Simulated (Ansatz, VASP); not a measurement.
MgB2 in VASP and in Ansatz

```
Mg B
1.0
     3.09525    0.00000    0.00000
    -1.54762    2.68057    0.00000
     0.00000    0.00000    3.53470
Mg B
1 2
Direct
  0.00000 0.00000 0.00000
  0.33333 0.66667 0.50000
  0.66667 0.33333 0.50000
```

Change from the starting cell: volume scaled by 1.01, crystal datasets.

Alike in both runs: task electric field gradients; functional PBE; k mesh 12 × 12 × 9; occupations fermi-dirac, width 0.05 eV; no spin polarisation.

|  | VASP | Ansatz |
| --- | --- | --- |
| version | VASP 6.6.1 | Ansatz 0.2.0 |
| potentials or method | VASP PAW PBE potentials, release 64 (Mg, B), cutoff 520 eV | all-electron PAW with datasets made for the crystal, scalar-relativistic |

|  | VASP | Ansatz | Ansatz less VASP |
| --- | --- | --- | --- |
| pressure (GPa) | -2.7 | -2.5 | +0.21 |
| traceless stress, the component that is largest in VASP (GPa) | 0.66 | 0.81 | +0.148 |
| size of Vzz on the site where it differs most (V/Å²) | 0.1 | 2.6 | +2.47 |

Ansatz ran all-electron here, and VASP with PAW potentials.
